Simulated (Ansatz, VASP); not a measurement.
## KTaSe2: VASP beside Ansatz

```
CELL_PARAMETERS angstrom
-3.14706 3.14706 3.15794
3.14706 -3.14706 3.15794
3.14706 3.14706 -3.15794
ATOMIC_POSITIONS crystal
K 0.00000 0.00000 0.00000
Ta 0.50000 0.50000 0.00000
Se 0.50000 0.00000 0.50000
Se 0.00000 0.50000 0.50000
```

Alike in both runs: task relaxation of cell and atoms; functional PBE; k mesh 4 × 4 × 4; occupations gaussian, width 0.1 eV; collinear spin.

|  | VASP | Ansatz |
| --- | --- | --- |
| version | VASP 6.6.1 | Ansatz 0.2.0 |
| potentials or method | VASP PAW PBE potentials, release 64 (K_sv, Ta_pv, Se), cutoff 600 eV | scalar-relativistic, plane waves, PAW |
| valence electrons in the cell | 32 | 54 |

```csv
,VASP,Ansatz,Ansatz less VASP
"gap on the k mesh at the Fermi level, each at its own relaxed structure (eV)",none,none,-
net moment per atom (μB),0.47,0.47,0.000
size of the moment on the site where the two differ most (μB),1.32,1.17,-0.148
relaxed volume (Å³/atom),35.11,34.90,-0.204
relaxed length of the cell vector where the two differ most in proportion (Å),6.086,6.069,-0.0164
```

Site moments also hang on the region over which each program counts them. A gap of «none» marks a metal or a gap that the smearing closes. VASP's potentials hold 32 valence electrons a cell and Ansatz's 54, so a difference there can come from the potentials and not from the codes.

Spin-orbit coupling is off throughout.
